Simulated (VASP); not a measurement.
# NiO (Fm-3m) in VASP: a series of runs, part 2 of 2

VASP 6.6.1. The steps go on from the part before.

### 3 Single point, PBE (volume scaled by 1.020)

The input, INCAR:

```
PREC     = Accurate       # precision mode
ENCUT    = 520            # plane-wave cutoff, eV
EDIFF    = 1E-6           # SCF threshold, eV
ISMEAR   = 0              # smearing method
SIGMA    = 0.05           # smearing width, eV
LREAL    = F              # projectors in reciprocal space
LASPH    = T              # aspherical terms in the spheres
NELM     = 80             # most SCF steps
ALGO     = Normal         # electronic algorithm
ISIF     = 2              # what is computed and relaxed
LWAVE    = F              # write WAVECAR
LCHARG   = F              # write CHGCAR
GGA      = PE             # functional
NBANDS   = 15             # bands
```

The input, KPOINTS:

```
regular mesh
0
Gamma
  14 14 14
```

The input, POSCAR:

```
NiO
1.0
    0.0000000000      2.0934029142      2.0934029142
    2.0934029142      0.0000000000      2.0934029142
    2.0934029142      2.0934029142      0.0000000000
Ni O
1 1
Direct
    0.0000000000      0.0000000000      0.0000000000
    0.5000000000      0.5000000000      0.5000000000
```

Potentials or basis: VASP PAW PBE potentials, release 64 (Ni, O).

Run with:

```bash
cat potpaw_PBE.64/Ni/POTCAR potpaw_PBE.64/O/POTCAR > POTCAR
mpirun -np 1 vasp_std > vasp.out
```

OUTCAR:

```text
PREC = Accurate
   ENCUT = 520
   EDIFF = 1E-6
   ISMEAR = 0
   LREAL = F
   LASPH = T
   NELM = 80
   ISIF = 2
   GGA = PE

 ion  position               nearest neighbor table
   1  0.000  0.000  0.000-   2 2.09   2 2.09   2 2.09   2 2.09   2 2.09   2 2.09
   2  0.500  0.500  0.500-   1 2.09   1 2.09   1 2.09   1 2.09   1 2.09   1 2.09

  LATTYP: Found a face centered cubic cell.
 ALAT       =     4.1868058284

  Lattice vectors:

 A1 = (   0.0000000000,   2.0934029142,   2.0934029142)
 A2 = (   2.0934029142,   0.0000000000,   2.0934029142)
 A3 = (   2.0934029142,   2.0934029142,   0.0000000000)

Analysis of symmetry for initial positions (statically):
=====================================================================
 Subroutine PRICEL returns:
 Original cell was already a primitive cell.

 Routine SETGRP: Setting up the symmetry group for a
 face centered cubic supercell.

 Subroutine GETGRP returns: Found 48 space group operations
 (whereof 48 operations were pure point group operations)
 out of a pool of 48 trial point group operations.

The static configuration has the point symmetry O_h .

[... 174 lines left out ...]
      5       5.9218      2.00000
      6       5.9218      2.00000
      7       5.9218      2.00000
      8       6.2397      2.00000
      9       6.2397      2.00000
     10       9.3630      0.00000
     11      25.5901      0.00000
     12      26.8119      0.00000
     13      26.8119      0.00000
     14      26.8119      0.00000
[... 401 lines left out ...]
      2       1.5307      2.00000
      3       3.2040      2.00000
      4       3.4499      2.00000
      5       5.8775      2.00000
      6       6.5179      2.00000
      7       6.7667      2.00000
      8       7.2568      2.00000
      9       7.9002      0.00000
     10      12.7842      0.00000
     11      20.3917      0.00000
     12      22.2909      0.00000
     13      24.1147      0.00000
     14      26.4612      0.00000
     15      32.0551      0.00000

 [... further k-points ...]

------------------------ aborting loop because EDIFF is reached ----------------------------------------

  FORCE on cell =-STRESS in cart. coord.  units (eV):
  Direction    XX          YY          ZZ          XY          YZ          ZX
  --------------------------------------------------------------------------------------
  -------------------------------------------------------------------------------------
  Total       -0.4210505     -0.4210505     -0.4210505      0.0000000     -0.0000000      0.0000000
  in kB      -36.7668414    -36.7668414    -36.7668414      0.0000000     -0.0000000      0.0000000
  external PRESSURE =     -36.7668414 kB  Pullay stress =       0.0000000 kB

 VOLUME and BASIS-vectors are now :
 -----------------------------------------------------------------------------
  energy-cutoff  :      520.00
  volume of cell :       18.35
      direct lattice vectors                 reciprocal lattice vectors
     0.000000000  2.093402914  2.093402914    -0.238845564  0.238845564  0.238845564
     2.093402914  0.000000000  2.093402914     0.238845564 -0.238845564  0.238845564
     2.093402914  2.093402914  0.000000000     0.238845564  0.238845564 -0.238845564

 POSITION                                       TOTAL-FORCE (eV/Angst)
 -----------------------------------------------------------------------------------
      0.00000      0.00000      0.00000         0.000000      0.000000      0.000000
      2.09340      2.09340      2.09340        -0.000000     -0.000000     -0.000000
 -----------------------------------------------------------------------------------
    total drift:                                0.000000     -0.000000     -0.000000

  FREE ENERGIE OF THE ION-ELECTRON SYSTEM (eV)
  ---------------------------------------------------
  free  energy   TOTEN  =       -11.3763658923 eV

  energy  without entropy=      -11.3732257617  energy(sigma->0) =      -11.37479583
```

Run time: 16 s. Hardware: 1 thread of Intel Xeon Platinum 8488C (Sapphire Rapids), shared host; peak memory 0.15 GiB.

What came out:

```yaml
Free_energy: -11.3764 eV
Pressure: -3.7 GPa
Band_gap_on_the_k_mesh: zero (band 8 reaches 9.03 eV, above the bottom of band 9 at 6.24 eV)
```

Levels at points of the mesh, in eV from the Fermi level:
| k point | band 5 | band 6 | band 7 | band 8 | band 9 | band 10 | band 11 | band 12 |
| --- | --- | --- | --- | --- | --- | --- | --- | --- |
| (0.00, 0.00, 0.00) | -1.79 | -1.79 | -1.79 | -1.48 | -1.48 | 1.65 | 17.87 | 19.10 |
| (0.50, 0.00, 0.00) | -0.98 | -0.98 | -0.62 | 1.31 | 1.31 | 5.70 | 10.04 | 14.21 |
| (0.50, 0.50, 0.00) | -2.75 | -1.09 | -0.72 | -0.72 | -0.59 | 6.43 | 10.55 | 12.49 |

Caveat: the run has no spin polarisation, though such a crystal can be magnetic; semilocal functionals often make such compounds metallic where correlation or magnetic order opens a gap, which also shifts bond lengths. Spin polarisation is off, so any magnetic state and its effect on volume and gap are missing.

### 4 Single point, PBE (volume scaled by 1.040)

The input, INCAR:

```
SYSTEM = NiO
ALGO = Normal ; EDIFF = 1E-7
ENCUT = 520 ; GGA = PE
ISIF = 2 ; ISMEAR = 0
LASPH = .True. ; LCHARG = .False.
LREAL = .False. ; LWAVE = .False.
NBANDS = 15 ; NELM = 100
PREC = Accurate ; SIGMA = 0.05
```

The input, KPOINTS:

```
k-points
0
Gamma
  14 14 14
  0 0 0
```

The input, POSCAR:

```
NiO
1.0
    0.0000000000      2.1069968205      2.1069968205
    2.1069968205      0.0000000000      2.1069968205
    2.1069968205      2.1069968205      0.0000000000
Ni O
1 1
Direct
    0.0000000000      0.0000000000      0.0000000000
    0.5000000000      0.5000000000      0.5000000000
```

Run with:

```bash
cat potpaw_PBE.64/Ni/POTCAR potpaw_PBE.64/O/POTCAR > POTCAR
mpirun -np 1 vasp_std > vasp.out
```

Wall time 16 s (1 thread of Intel Xeon Platinum 8488C (Sapphire Rapids), shared host); peak memory 0.16 GiB.

Results (log left out):

- Free energy: -11.3643 eV
- Pressure: -7.3 GPa
- Band gap on the k mesh: zero (band 8 reaches 8.71 eV, above the bottom of band 9 at 6.00 eV)

Levels at points of the mesh, in eV from the Fermi level:
| k point | band 5 | band 6 | band 7 | band 8 | band 9 | band 10 | band 11 | band 12 |
| --- | --- | --- | --- | --- | --- | --- | --- | --- |
| (0.00, 0.00, 0.00) | -1.73 | -1.73 | -1.73 | -1.43 | -1.43 | 1.55 | 17.82 | 18.96 |
| (0.50, 0.00, 0.00) | -0.95 | -0.95 | -0.60 | 1.28 | 1.28 | 5.67 | 9.87 | 14.10 |
| (0.50, 0.50, 0.00) | -2.65 | -1.06 | -0.70 | -0.70 | -0.59 | 6.33 | 10.44 | 12.42 |

Caveat: the run has no spin polarisation, though such a crystal can be magnetic; semilocal functionals often make such compounds metallic where correlation or magnetic order opens a gap, which also shifts bond lengths. Spin polarisation is off, so any magnetic state and its effect on volume and gap are missing.

### 5 Overview

```tsv
cell	gap on the mesh (eV)	pressure (GPa)
a = 2.941 Å, angles 60.0°, 2 atoms	none	0.2
a = 2.961 Å, angles 60.0°, 2 atoms	none	-3.7
a = 2.980 Å, angles 60.0°, 2 atoms	none	-7.3
```

Alike in all rows: task single point; level PBE; potentials or basis VASP PAW PBE potentials, release 64 (Ni, O); no spin polarisation; k mesh 14 × 14 × 14; cutoff (eV) 520; smearing gaussian 0.05 eV.

Caveats: the run has no spin polarisation, though such a crystal can be magnetic; semilocal functionals often make such compounds metallic where correlation or magnetic order opens a gap, which also shifts bond lengths.

Total energies depend on the potentials used, so only differences within one code and one set of settings carry meaning.

### 6 Against experiment

Step 2. Measured gap of NiO: 4.3 eV (quoted in “Local correlations, non-local screening, multiplets, and band formation in NiO”, 2012, arxiv:1210.6675). This calculation gives 0.00 eV (-4.30 eV). So large a miss can be the level of theory's own, or it may mean another phase, state or a wrong row. The value is that of PBE on a finite k mesh, which can miss the band edges, without temperature or zero-point motion. Semilocal functionals fall short of measured gaps as a rule.
